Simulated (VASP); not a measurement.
Input of a VASP 6.6.1 run:

The input INCAR:

```
SYSTEM = Ta
ALGO     = Normal         ! electronic algorithm
EDIFF    = 1E-6           ! SCF threshold, eV
ENCUT    = 500            ! plane-wave cutoff, eV
GGA      = CA             ! functional
GGA_COMPAT= .FALSE.      
ISIF     = 2              ! what is computed and relaxed
ISMEAR   = 0              ! smearing method
LASPH    = .TRUE.         ! aspherical terms in the spheres
LCHARG   = .FALSE.        ! write CHGCAR
LREAL    = .FALSE.        ! projectors in reciprocal space
LWAVE    = .FALSE.        ! write WAVECAR
NBANDS   = 12             ! bands
NELM     = 120            ! most SCF steps
PREC     = Accurate       ! precision mode
SIGMA    = 0.1            ! smearing width, eV
```

KPOINTS

```
k-points
0
G
  7 7 7
  0 0 0
```

File POSCAR:

```
Ta
1.0
   -1.6312244015      1.6312244015      1.6312244015
    1.6312244015     -1.6312244015      1.6312244015
    1.6312244015      1.6312244015     -1.6312244015
Ta
1
Direct
    0.0000000000      0.0000000000      0.0000000000
```

Potentials or basis: VASP PAW LDA potentials, release 64 (Ta_sv_GW).

Launch:

```console
$ cat potpaw_LDA.64/Ta_sv_GW/POTCAR > POTCAR
$ mpirun -np 1 vasp_std > vasp.out
```

(1) What does it give for the pressure?

Results:

(1) -0.4 GPa.

Caveat: the k points lie up to 0.39 Å⁻¹ apart.
